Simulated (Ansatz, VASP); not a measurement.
## CaSe: VASP beside Ansatz

```
Ca Se
1.0
     3.68074   -0.13215   -0.13215
    -0.13215    3.68074   -0.13215
    -0.13215   -0.13215    3.68074
Ca Se
1 1
Direct
  0.00000 0.00000 0.00000
  0.50000 0.50000 0.50000
```

Change from the starting cell: epitaxial_111 strain +4.9%.

Alike in both runs: task single point; functional r2SCAN; k mesh 8 × 8 × 8; no spin polarisation.

```csv
,VASP,Ansatz
version,VASP 6.6.1,Ansatz 0.2.0
potentials or method,"VASP PAW PBE potentials, release 64 (Ca_sv, Se)","plane waves, PAW"
plane-wave cutoff (eV),520,500
occupations,"gaussian, width 0.01 eV",fixed
valence electrons in the cell,16,26
```

```csv
,VASP,Ansatz,Ansatz less VASP
gap on the k mesh at the Fermi level (eV),1.39,1.39,-0.007
pressure (GPa),-0.8,-1.0,-0.21
"traceless stress, the component that is largest in VASP (GPa)",0.58,0.52,-0.065
```

VASP's potentials were made for PBE, not for r2SCAN. VASP's potentials hold 16 valence electrons a cell and Ansatz's 26, so a difference there can come from the potentials and not from the codes.
